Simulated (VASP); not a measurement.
A run of VASP 6.6.1 is set up as follows.

The input INCAR:

```
SYSTEM = HfH
PREC = Accurate
ENCUT = 520
EDIFF = 1E-8
ISMEAR = -1
SIGMA = 0.15
LREAL = .False.
LASPH = .True.
NELM = 80
ALGO = Normal
ISIF = 2
LWAVE = .False.
LCHARG = .True.
GGA = PE
NBANDS = 12
IBRION = 8
NSW = 1
```

KPOINTS

```
regular mesh
0
Gamma
  24 24 24
  0 0 0
```

File POSCAR:

```
HfH
1.0
    0.0000000000      2.2725217318      2.2725217318
    2.2725217318      0.0000000000      2.2725217318
    2.2725217318      2.2725217318      0.0000000000
Hf H
1 1
Direct
    0.0000000000      0.0000000000      0.0000000000
    0.5000000000      0.5000000000      0.5000000000
```

Potentials or basis: VASP PAW PBE potentials, release 64 (Hf_pv, H).

Run with:

```console
$ cat potpaw_PBE.64/Hf_pv/POTCAR potpaw_PBE.64/H/POTCAR > POTCAR
$ mpirun -np 1 vasp_std > vasp.out
```

What does it give for the highest phonon frequency at Γ?

710 cm⁻¹.

Phonon frequencies in cm⁻¹ (negative: imaginary):
```tsv
q point	frequencies
(0.000, 0.000, 0.000)	0 0 0 710 710 710
```
